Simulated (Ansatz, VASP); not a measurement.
# InSb: VASP beside Ansatz

```
CELL_PARAMETERS angstrom
0.00000 3.31833 3.31833
3.31833 0.00000 3.31833
3.31833 3.31833 0.00000
ATOMIC_POSITIONS crystal
In 0.00000 0.00000 0.00000
Sb 0.25000 0.25000 0.25000
```

Change from the starting cell: volume scaled by 1, PAW files.

Alike in both runs: task single point; functional PBE; k mesh 11 × 11 × 11; occupations fermi-dirac, width 0.1 eV; no spin polarisation.

|  | VASP | Ansatz |
| --- | --- | --- |
| version | VASP 6.6.1 | Ansatz 0.2.0 |
| potentials or method | VASP PAW PBE potentials, release 64 (In_d, Sb) | PAW with Ansatz's default frozen-core files, scalar-relativistic |
| plane-wave cutoff (eV) | 520 | 420 |
| valence electrons in the cell | 18 | 28 |

```tsv
	VASP	Ansatz	Ansatz less VASP
pressure (GPa)	0.0	0.0	+0.03
```

VASP's potentials hold 18 valence electrons a cell and Ansatz's 28, so a difference there can come from the potentials and not from the codes.

Spin-orbit coupling is off throughout.
